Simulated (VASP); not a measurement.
Set up this calculation in VASP 6.6.1, as the native input.

| Item | Value |
| --- | --- |
| Task | single point |
| Functional | PBE |
| Dispersion | D3(BJ) |
| Potentials or basis | VASP PAW PBE potentials, release 64 (Ge_d) |
| Cutoff | 520 eV |
| k mesh | 9 × 9 × 1 |
| Occupations | gaussian, width 0.1 eV |
| Spin | no spin polarisation |
| Dipole correction | yes |
| Further INCAR settings | ALGO = Normal; EDIFF = 1e-06; NBANDS = 36 |

The structure of Ge lies in POSCAR:

```
Ge
1.0
    4.0226895311      0.0000000000      0.0000000000
   -2.0113447656      3.4837513255      0.0000000000
    0.0000000000      0.0000000000     18.8685220517
Ge
4
Direct
    0.3333333333      0.6666666667      0.2747571332
    0.6666666667      0.3333333333      0.2384924472
    0.6666666667      0.3333333333      0.5240750719
    0.3333333333      0.6666666667      0.4878103860
```

These files were run (other wordings do the same):

INCAR

```
SYSTEM = Ge
PREC = Accurate
ENCUT = 520
EDIFF = 1E-6
ISMEAR = 0
SIGMA = 0.1
LREAL = .FALSE.
LASPH = .TRUE.
NELM = 80
ALGO = Normal
ISIF = 2
LWAVE = .FALSE.
LCHARG = .TRUE.
LDIPOL = .TRUE.
IDIPOL = 3
DIPOL = 0.5 0.5 0.381
GGA = PE
IVDW = 12
LELF = .TRUE.
LVHAR = .TRUE.
LVACPOTAV = .TRUE.
NBANDS = 36
```

KPOINTS

```
Automatic mesh
0
G
  9 9 1
  0 0 0
```

Potentials or basis: VASP PAW PBE potentials, release 64 (Ge_d).

Command:

```console
$ cat potpaw_PBE.64/Ge_d/POTCAR > POTCAR
$ mpirun -np 1 vasp_std > vasp.out
```

It gave:

* Largest force: 0.148 eV/Å
* Band gap on the k mesh: 0.32 eV, direct
* Dispersion energy per atom: -0.196 eV

Wall time 3 min on 1 thread of Intel(R) Xeon(R) Platinum 8259CL CPU @ 2.50GHz (Skylake/Cascade Lake), on a shared host, peak memory 0.38 GiB.
